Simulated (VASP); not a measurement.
A run of VASP 6.6.1 is set up as follows.

INCAR

```
SYSTEM = Si31C32
  PREC = Accurate
  ENCUT = 520
  EDIFF = 1E-6
  ISMEAR = -1
  SIGMA = 0.05
  LREAL = Auto
  LASPH = .True.
  NELM = 200
  ALGO = Normal
  ISIF = 2
  LWAVE = .False.
  LCHARG = .True.
  ISPIN = 2
  MAGMOM = 0 0 0 0 0 0 0 0 0 0 0 0 0 0 0 0 0 0 0 0 0 0 0 0 0 0 0 0 0 0 0 0 0 0 0 0 0 0 0.75 0 0.75 0 0 0 0 0 0 0 0 0.75 0 0 0 0 0 0 0 0 0 0.75 0 0 0
  LORBIT = 11
  GGA = PS
  LELF = .True.
  LVHAR = .True.
  NBANDS = 167
  NELECT = 253.0
  ISYM = -1
  GGA_COMPAT = .False.
```

File KPOINTS:

```
explicit points
1
Reciprocal
  0.25000000   0.25000000   0.25000000 1
```

The input POSCAR:

```
Si31C32
1.0
    8.7137060000      0.0000000000      0.0000000000
    0.0000000000      8.7137060000      0.0000000000
    0.0000000000      0.0000000000      8.7137060000
Si C
31 32
Direct
    0.0001160000      0.9997200000      0.0002970000
    0.9998610000      0.9995100000      0.5006260000
    0.9998850000      0.5000420000      0.0000790000
    0.0002990000      0.4996700000      0.5003020000
    0.5004590000      0.9995030000      0.0000110000
    0.5000740000      0.9999400000      0.5002790000
    0.5000570000      0.4996830000      0.0005390000
    0.2503350000      0.2499350000      0.0000620000
    0.2511810000      0.2508300000      0.5004900000
    0.2498230000      0.7495490000      0.0008220000
    0.2514630000      0.7484040000      0.5009110000
    0.7499330000      0.2494710000      0.0008060000
    0.7487790000      0.2510900000      0.5009070000
    0.7498850000      0.7495140000      0.9995820000
    0.7493850000      0.7490050000      0.4989950000
    0.2503140000      0.9994970000      0.2504880000
    0.2498410000      0.0002580000      0.7501260000
    0.2511630000      0.4999250000      0.2513970000
    0.2514990000      0.5002940000      0.7490120000
    0.7499320000      0.0002620000      0.2499960000
    0.7498970000      0.9989900000      0.7501080000
    0.7487600000      0.5003180000      0.2517020000
    0.7494160000      0.4983690000      0.7495910000
    0.9998270000      0.2499780000      0.2505000000
    0.0006280000      0.2494790000      0.7501250000
    0.0006230000      0.7495180000      0.2500090000
    0.9993970000      0.7495510000      0.7501280000
    0.5003120000      0.2507880000      0.2513660000
    0.5006780000      0.2511380000      0.7489730000
    0.5006450000      0.7484320000      0.2516980000
    0.4987700000      0.7489580000      0.7495780000
    0.1253210000      0.1249610000      0.1255020000
    0.1244590000      0.1241100000      0.6250520000
    0.1244420000      0.6244930000      0.1246530000
    0.1249650000      0.6253460000      0.6259270000
    0.6248920000      0.1240860000      0.1246010000
    0.6256990000      0.1246110000      0.6259040000
    0.6257070000      0.6253560000      0.1251620000
    0.6363690000      0.6359380000      0.6365300000
    0.3751280000      0.3747580000      0.1252710000
    0.3658280000      0.3654800000      0.6353470000
    0.3753770000      0.8756200000      0.1247390000
    0.3748560000      0.8756050000      0.6258410000
    0.8759340000      0.3750440000      0.1247660000
    0.8759660000      0.3744640000      0.6258310000
    0.8752440000      0.8748440000      0.1251750000
    0.8754270000      0.8750670000      0.6251420000
    0.3751460000      0.1247390000      0.3753060000
    0.3754260000      0.1242250000      0.8761000000
    0.3657890000      0.6348170000      0.3660010000
    0.3748320000      0.6252500000      0.8761810000
    0.8759510000      0.1242320000      0.3755520000
    0.8752540000      0.1246150000      0.8753990000
    0.8759740000      0.6252380000      0.3750520000
    0.8754480000      0.6245630000      0.8756130000
    0.1250530000      0.3747900000      0.3753000000
    0.1246050000      0.3750200000      0.8761530000
    0.1245740000      0.8755860000      0.3755980000
    0.1250230000      0.8748660000      0.8754330000
    0.6352150000      0.3653730000      0.3659520000
    0.6256360000      0.3744840000      0.8761550000
    0.6256140000      0.8756360000      0.3750150000
    0.6249530000      0.8750280000      0.8756010000
```

Potentials or basis: VASP PAW PBE potentials, release 64 (Si, C).

Launch:

```bash
$ cat potpaw_PBE.64/Si/POTCAR potpaw_PBE.64/C/POTCAR > POTCAR
$ mpirun -np 1 vasp_std > vasp.out
```

(1) What does it give for the largest force?

(2) Predict the site moments.

(3) Estimate the net moment.

Answers

(1) 0.036 eV/Å.

(2) Si -0.00, +0.01, -0.01 (each value once); C +0.00, +0.02, +0.33, +0.29, +0.03 (each value once) μB.

(3) 2.98 μB per cell.

Caveat: the cell carries a net charge on a neutralising background, which shifts energy and pressure; the PAW data sets were made with another functional, which shifts forces and pressure a little.
